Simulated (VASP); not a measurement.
A run of VASP 6.6.1:

INCAR

```
SYSTEM = BN
PREC = Accurate
ENCUT = 520
EDIFF = 1E-8
ISMEAR = 0
SIGMA = 0.01
LREAL = .FALSE.
LASPH = .TRUE.
NELM = 80
ALGO = Normal
ISIF = 2
LWAVE = .FALSE.
LCHARG = .FALSE.
IBRION = 8
NSW = 1
```

KPOINTS

```
regular mesh
0
G
  8 8 8
  0 0 0
```

Contents of POSCAR:

```
BN
1.0
    0.0000000000      3.4953160000      2.1660910000
    1.2516320000      0.0000000000      2.1660910000
    1.2516320000      3.4953160000      0.0000000000
B N
1 1
Direct
    0.0000490000      0.0000490000      0.9999510000
    0.6666666667      0.6666666667      0.3333333333
```

Potentials or basis: VASP PAW LDA potentials, release 64 (B, N).

Launch:

```sh
$ cat potpaw_LDA.64/B/POTCAR potpaw_LDA.64/N/POTCAR > POTCAR
$ mpirun -np 1 vasp_std > vasp.out
```

Hardware: 1 thread of AMD EPYC 7R13 Processor (Zen 3), on a shared host.

Q: Estimate the wall time of this run.

A: Run time: 2.3 min on 1 thread of AMD EPYC 7R13 Processor (Zen 3), with other jobs on the host, peak memory 0.18 GiB. Counts: scf iterations 81, k points 95.
